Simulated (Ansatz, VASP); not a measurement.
## TiO2 in VASP and in Ansatz

```
CELL_PARAMETERS angstrom
2.96826 0.00000 0.00000
0.00021 4.70761 0.00000
1.48357 0.24235 7.08346
ATOMIC_POSITIONS crystal
Ti 0.00337 0.00039 0.00070
Ti 0.34464 0.48026 0.31696
Ti 0.66171 0.52047 0.68450
O 0.44004 0.18544 0.12854
O 0.77793 0.29773 0.45188
O 0.10124 0.30895 0.80624
O 0.90650 0.69184 0.19517
O 0.22941 0.70301 0.54951
O 0.56803 0.81530 0.87283
```

Alike in both runs: task single point; functional PBE; k mesh 9 × 6 × 4; occupations fermi-dirac, width 0.05 eV; no spin polarisation.

```csv
,VASP,Ansatz
version,VASP 6.6.1,Ansatz 0.2.0
potentials or method,"VASP PAW PBE potentials, release 64 (Ti_sv, O), cutoff 520 eV","all-electron LAPW, scalar-relativistic"
```

Ansatz gave:

- gap on the k mesh at the Fermi level (eV): 2.26
- least direct gap on the mesh (eV): 2.32
- pressure (GPa): 3.7
- traceless stress, the component that is largest in VASP (GPa): 0.40
- rms of the force components (eV/Å): 0.045

Q: Which values does VASP return?

A: gap on the k mesh at the Fermi level (eV): 2.24; least direct gap on the mesh (eV): 2.30; pressure (GPa): 4.4; traceless stress, the component that is largest in VASP (GPa): 0.21; rms of the force components (eV/Å): 0.056.

Atom by atom the forces differ by 0.020 eV/Å (rms over components). Ansatz ran all-electron here, and VASP with PAW potentials.
